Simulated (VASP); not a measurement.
InP, 2 atoms in the cell. It takes space group F-43m (No. 216, cubic). The conventional cell has a = 5.908 Å, b = 5.908 Å, c = 5.908 Å, α = 90.00°, β = 90.00°, γ = 90.00°. Within 3.4 Å of In (site symmetry -43m) lie 4 P at 2.56 Å. Within 3.4 Å of P (site symmetry -43m) lie 4 In at 2.56 Å. 

```yaml
Program: VASP 6.6.1
Task: single point
Functional: PBE
Potentials_or_basis: VASP PAW PBE potentials, release 64 (In_d, P)
Cutoff: 500 eV
k_mesh: 6 × 6 × 6
Occupations: fermi-dirac, width 0.01 eV
Spin: no spin polarisation
Dipole_correction: no
Further_INCAR_settings: ALGO = Normal; EDIFF = 1e-06; NBANDS = 16
```

Potentials or basis: VASP PAW PBE potentials, release 64 (In_d, P).

Run with:

```console
$ cat potpaw_PBE.64/In_d/POTCAR potpaw_PBE.64/P/POTCAR > POTCAR
$ mpirun -np 1 vasp_std > vasp.out
```

Hardware: 1 thread of Intel(R) Xeon(R) Platinum 8559C (Emerald Rapids), on a shared host.

Question: How long does it take, and how much memory?

Answer: It took 9.8 s on 1 thread of Intel(R) Xeon(R) Platinum 8559C (Emerald Rapids), on a shared host, peak memory 0.16 GiB. Counts: scf iterations 12, k points 16.
